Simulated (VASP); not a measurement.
Input of a VASP 6.6.1 run:

INCAR

```
SYSTEM = SbP5
PREC = Accurate
ENCUT = 520
EDIFF = 1E-6
ISMEAR = 0
SIGMA = 0.1
LREAL = .False.
LASPH = .True.
NELM = 80
ALGO = Normal
ISIF = 2
LWAVE = .False.
LCHARG = .True.
GGA = PE
LELF = .True.
LVHAR = .True.
NBANDS = 24
```

Contents of KPOINTS:

```
regular mesh
0
Gamma
  4 4 4
  0 0 0
```

File POSCAR:

```
SbP5
1.0
    0.0000000000      3.9398576900      3.9398576900
    3.9398576900      0.0000000000      3.9398576900
    3.9398576900      3.9398576900      0.0000000000
Sb P
1 5
Direct
    0.0000000000      0.0000000000      0.0000000000
    0.2500000000      0.2500000000      0.2500000000
    0.6237722100      0.1286833600      0.6237722100
    0.6237722100      0.6237722100      0.1286833600
    0.6237722100      0.6237722100      0.6237722100
    0.1286833600      0.6237722100      0.6237722100
```

Potentials or basis: VASP PAW PBE potentials, release 64 (Sb, P).

Run with:

```console
$ cat potpaw_PBE.64/Sb/POTCAR potpaw_PBE.64/P/POTCAR > POTCAR
$ mpirun -np 1 vasp_std > vasp.out
```

(1) Predict the band gap on the k mesh.

(2) What does it give for the largest force?

(3) What does it give for the pressure?

Results:

(1) zero (bands 15 and 16 overlap by 1.21 eV).

(2) 0.124 eV/Å.

(3) -10.6 GPa.

Caveat: the cell stands under tension; spin-orbit coupling is left out, which moves the levels of the heavy elements.
